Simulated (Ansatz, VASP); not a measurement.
# One calculation of SiO2, two programs

```
CELL_PARAMETERS angstrom
4.03050 0.00000 0.00000
0.00000 4.03050 0.00000
0.00000 0.00000 2.72520
ATOMIC_POSITIONS crystal
Si 0.50000 0.50000 0.50000
Si 0.00000 0.00000 0.00000
O 0.69443 0.69443 0.00000
O 0.19443 0.80557 0.50000
O 0.30557 0.30557 0.00000
O 0.80557 0.19443 0.50000
```

Alike in both runs: task single point; functional LDA; k mesh 6 × 6 × 8; occupations gaussian, width 0.05 eV; no spin polarisation.

```csv
,VASP,Ansatz
version,VASP 6.6.1,Ansatz 0.2.0
potentials or method,"VASP PAW LDA potentials, release 64 (Si, O), cutoff 520 eV","scalar-relativistic, plane waves, PAW"
valence electrons in the cell,32,32
```

```csv
,VASP,Ansatz,Ansatz less VASP
gap on the k mesh at the Fermi level (eV),5.80,5.85,+0.047
least direct gap on the mesh (eV),5.80,5.85,+0.047
pressure (GPa),12.8,11.6,-1.17
"traceless stress, the component that is largest in VASP (GPa)",-15.67,-16.10,-0.434
rms of the force components (eV/Å),0.215,0.210,-0.0051
```

Ansatz warns that its potentials were made for another functional, while VASP's fit it. LDA's correlation is that of Perdew and Zunger in VASP and of Perdew and Wang (1992) in Ansatz. Atom by atom the forces differ by 0.005 eV/Å (rms over components).
